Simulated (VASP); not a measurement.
A run of VASP 6.6.1:

The input INCAR:

```
PREC     = Accurate       # precision mode
ENCUT    = 600            # plane-wave cutoff, eV
EDIFF    = 1E-6           # SCF threshold, eV
ISMEAR   = 0              # smearing method
SIGMA    = 0.1            # smearing width, eV
LREAL    = False          # projectors in reciprocal space
LASPH    = True           # aspherical terms in the spheres
NELM     = 60             # most SCF steps
ALGO     = Normal         # electronic algorithm
ISIF     = 3              # what is computed and relaxed
LWAVE    = False          # write WAVECAR
LCHARG   = False          # write CHGCAR
GGA      = PE             # functional
IBRION   = 2              # ionic algorithm
NSW      = 90             # ionic steps
EDIFFG   = -0.04          # ionic threshold
```

File KPOINTS:

```
Automatic mesh
0
Gamma
  3 3 4
```

Contents of POSCAR:

```
KTe6Br
1.0
    6.6423065342      0.0000000000      0.0000000000
   -3.3211532671      5.7524061983      0.0000000000
    0.0000000000      0.0000000000      6.5046731422
K Te Br
1 6 1
Direct
    0.0000000000      0.0000000000      0.5000000000
    0.5000000000      0.0000000000      0.7225723864
    0.0000000000      0.5000000000      0.7225723864
    0.5000000000      0.5000000000      0.7225723864
    0.0000000000      0.5000000000      0.2774276136
    0.5000000000      0.0000000000      0.2774276136
    0.5000000000      0.5000000000      0.2774276136
    0.0000000000      0.0000000000      0.0000000000
```

Potentials or basis: VASP PAW PBE potentials, release 64 (K_sv, Te, Br).

Run with:

```bash
$ cat potpaw_PBE.64/K_sv/POTCAR potpaw_PBE.64/Te/POTCAR potpaw_PBE.64/Br/POTCAR > POTCAR
$ mpirun -np 1 vasp_std > vasp.out
```

Hardware: 1 thread of Oxide Virtual Turin-like Processor (shared host).

Estimate the wall time of this run.

It took 29 min on 1 thread of Oxide Virtual Turin-like Processor (shared host), peak memory 0.45 GiB. Counts: scf iterations 136, k points 9, ion steps 15.
